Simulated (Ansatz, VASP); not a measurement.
## Two plane-wave programs on Si2Mo

File INCAR:

```
SYSTEM = Si2Mo
PREC = Accurate
ENCUT = 520
EDIFF = 1E-6
ISMEAR = 1
SIGMA = 0.1
LREAL = .False.
LASPH = .True.
NELM = 60
ALGO = Normal
ISIF = 2
LWAVE = .False.
LCHARG = .False.
GGA = CA
NBANDS = 18
```

Contents of KPOINTS:

```
regular mesh
0
Gamma
  13 13 13
  0 0 0
```

The input POSCAR:

```
Si2Mo
1.0
   -1.6000000000      1.6000000000      3.9305000000
    1.6000000000     -1.6000000000      3.9305000000
    1.6000000000      1.6000000000     -3.9305000000
Si Mo
2 1
Direct
    0.3330000000      0.3330000000      0.0000000000
    0.6670000000      0.6670000000      0.0000000000
   -0.0625000000      0.0000000000     -0.0625000000
```

Input for Ansatz:

```yaml
crystal:
  lattice:
    - [-1.6, 1.6, 3.9305]
    - [1.6, -1.6, 3.9305]
    - [1.6, 1.6, -3.9305]
  atoms:
    - { symbol: Si, position: [0.333, 0.333, 0.0] }
    - { symbol: Si, position: [0.667, 0.667, 0.0] }
    - { symbol: Mo, position: [-0.0625, 0.0, -0.0625] }
basis:
  ecutwfc: 550.0
kpoints:
  mp_grid:
    grid: [13, 13, 13]
hamiltonian:
  xc: lda
  pseudopotentials:
    kind: paw
scf:
  occupations:
    method: methfessel_paxton
    width: 0.1
output:
  forces: true
```

Alike in both runs: task single point; functional LDA; k mesh 13 × 13 × 13; occupations methfessel-paxton of order 1, width 0.1 eV; no spin polarisation.

|  | VASP | Ansatz |
| --- | --- | --- |
| version | VASP 6.6.1 | Ansatz 0.2.0 |
| potentials or method | VASP PAW LDA potentials, release 64 (Si, Mo_sv), cutoff 520 eV | plane waves, PAW |
| valence electrons in the cell | 22 | 22 |

|  | VASP | Ansatz | Ansatz less VASP |
| --- | --- | --- | --- |
| rms of the force components (eV/Å) | 0.734 | 0.724 | -0.0104 |

LDA's correlation is that of Perdew and Zunger in VASP and of Perdew and Wang (1992) in Ansatz. Atom by atom the forces differ by 0.013 eV/Å (rms over components).
